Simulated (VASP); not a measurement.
Set up this calculation in VASP 6.6.1, as the native input.

```
Task                               : single point
Functional                         : B3LYP5
Potentials or basis                : VASP PAW PBE potentials, release 64 (Ga_d, N)
Cutoff                             : 520 eV
k mesh                             : 5 × 5 × 5
Occupations                        : fermi-dirac, width 0.05 eV
Spin                               : no spin polarisation
Dipole correction                  : no
Grid for exact exchange (PRECFOCK) : Normal
Further INCAR settings             : ALGO = Normal; EDIFF = 1e-06; NBANDS = 16
```

GaN:

```
Ga N
1.0
     0.00000    2.22304    2.22304
     2.22304    0.00000    2.22304
     2.22304    2.22304    0.00000
Ga N
1 1
Direct
  0.00000 0.00000 0.00000
  0.25000 0.25000 0.25000
```

The input as run:

POSCAR

```
GaN
1.0
    0.0000000000      2.2230441631      2.2230441631
    2.2230441631      0.0000000000      2.2230441631
    2.2230441631      2.2230441631      0.0000000000
Ga N
1 1
Direct
    0.0000000000      0.0000000000      0.0000000000
    0.2500000000      0.2500000000      0.2500000000
```

INCAR.step1

```
SYSTEM = GaN
PREC = Accurate
ENCUT = 520
EDIFF = 1E-5
ISMEAR = -1
SIGMA = 0.05
LREAL = .False.
LASPH = .True.
NELM = 60
ALGO = Normal
ISIF = 2
LWAVE = .True.
LCHARG = .False.
GGA = PE
NBANDS = 16
```

INCAR.step2

```
SYSTEM = GaN
PREC = Accurate
ENCUT = 520
EDIFF = 1E-6
ISMEAR = -1
SIGMA = 0.05
LREAL = .False.
LASPH = .True.
NELM = 60
ALGO = Normal
ISIF = 2
LWAVE = .False.
LCHARG = .False.
GGA = B5
LHFCALC = .True.
AEXX = 0.2
AGGAX = 0.72
AGGAC = 0.81
ALDAC = 0.19
PRECFOCK = Normal
ISTART = 1
NBANDS = 16
```

KPOINTS

```
Automatic mesh
0
Gamma
  5 5 5
  0 0 0
```

Potentials or basis: VASP PAW PBE potentials, release 64 (Ga_d, N).

The run is started by

```bash
$ cat potpaw_PBE.64/Ga_d/POTCAR potpaw_PBE.64/N/POTCAR > POTCAR
$ cp INCAR.step1 INCAR
$ mpirun -np 1 vasp_std > vasp.out
$ cp INCAR.step2 INCAR
$ mpirun -np 1 vasp_std > vasp.out
```

It gave:

| Property | Result |
| --- | --- |
| Pressure | 14.5 GPa |
| Band gap on the k mesh | 3.74 eV, direct |

Caveat: the k points lie up to 0.49 Å⁻¹ apart; the PAW data sets were made with another functional, which shifts forces and pressure a little.

Run time: 4 min on 1 thread of Intel(R) Xeon(R) 6975P-C (Granite Rapids) (shared host), peak memory 0.15 GiB.
